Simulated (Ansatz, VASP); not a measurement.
**Two plane-wave programs on ZnCu2SnS4**

```
CELL_PARAMETERS angstrom
-2.69706 2.69706 5.39385
2.69706 -2.69706 5.39385
2.69706 2.69706 -5.39385
ATOMIC_POSITIONS crystal
Zn 0.25000 0.75000 0.50000
Cu 0.00000 0.00000 0.00000
Cu 0.75000 0.25000 0.50000
Sn 0.50000 0.50000 0.00000
S 0.37054 0.89698 0.00805
S 0.10302 0.11107 0.47356
S 0.88893 0.36249 0.99195
S 0.63751 0.62946 0.52644
```

Alike in both runs: functional PBE; dispersion D3(BJ); k mesh 10 × 10 × 10; occupations gaussian, width 0.1 eV; no spin polarisation.

Ansatz relaxed the structure, and its values are those at the end. VASP's run is a single point on that final structure, the one shown.

|  | VASP | Ansatz |
| --- | --- | --- |
| version | VASP 6.6.1 | Ansatz 0.2.0 |
| potentials or method | VASP PAW PBE potentials, release 64 (Zn, Cu, Sn_d, S), cutoff 520 eV | scalar-relativistic, plane waves, PAW |
| valence electrons in the cell | 72 | 88 |

```csv
,VASP,Ansatz,Ansatz less VASP
gap on the k mesh at the Fermi level (eV),0.18,0.15,-0.027
least direct gap on the mesh (eV),0.18,0.15,-0.027
pressure (GPa),0.1,0.0,-0.08
rms of the force components (eV/Å),0.015,0.001,-0.0146
```

VASP's potentials hold 72 valence electrons a cell and Ansatz's 88, so a difference there can come from the potentials and not from the codes.
